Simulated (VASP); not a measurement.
A run of VASP 6.6.1:

INCAR

```
AGGAC    = 1.0          
AGGAX    = 1.0          
ALDAC    = 0.0          
ALDAX    = 1.0          
ALGO     = Normal         # electronic algorithm
EDIFF    = 1E-7           # SCF threshold, eV
ENCUT    = 520            # plane-wave cutoff, eV
GGA      = B5             # functional
ISIF     = 2              # what is computed and relaxed
ISMEAR   = -1             # smearing method
LASPH    = T              # aspherical terms in the spheres
LCHARG   = F              # write CHGCAR
LREAL    = F              # projectors in reciprocal space
LWAVE    = F              # write WAVECAR
NBANDS   = 25             # bands
NELM     = 80             # most SCF steps
PREC     = Accurate       # precision mode
SIGMA    = 0.1            # smearing width, eV
```

Contents of KPOINTS:

```
k-points
0
Gamma
  9 9 13
```

Contents of POSCAR:

```
Zn
1.0
    4.8374424770      0.0000000000      0.0000000000
   -2.4187212385      4.1893480744      0.0000000000
    0.0000000000      0.0000000000      2.7205791677
Zn
3
Direct
    0.0000000000      1.0000000000      1.0000000000
    0.3333333333      0.6666666667      0.5000000000
    0.6666666667      0.3333333333      0.5000000000
```

Potentials or basis: VASP PAW PBE potentials, release 64 (Zn).

Command:

```bash
$ cat potpaw_PBE.64/Zn/POTCAR > POTCAR
$ mpirun -np 1 vasp_std > vasp.out
```

Hardware: 1 thread of Intel(R) Xeon(R) Platinum 8375C CPU @ 2.90GHz (Ice Lake), on a shared host.

Estimate the wall time of this run.

It took 80 s on 1 thread of Intel(R) Xeon(R) Platinum 8375C CPU @ 2.90GHz (Ice Lake), on a shared host, peak memory 0.22 GiB. Counts: scf iterations 15, k points 84.
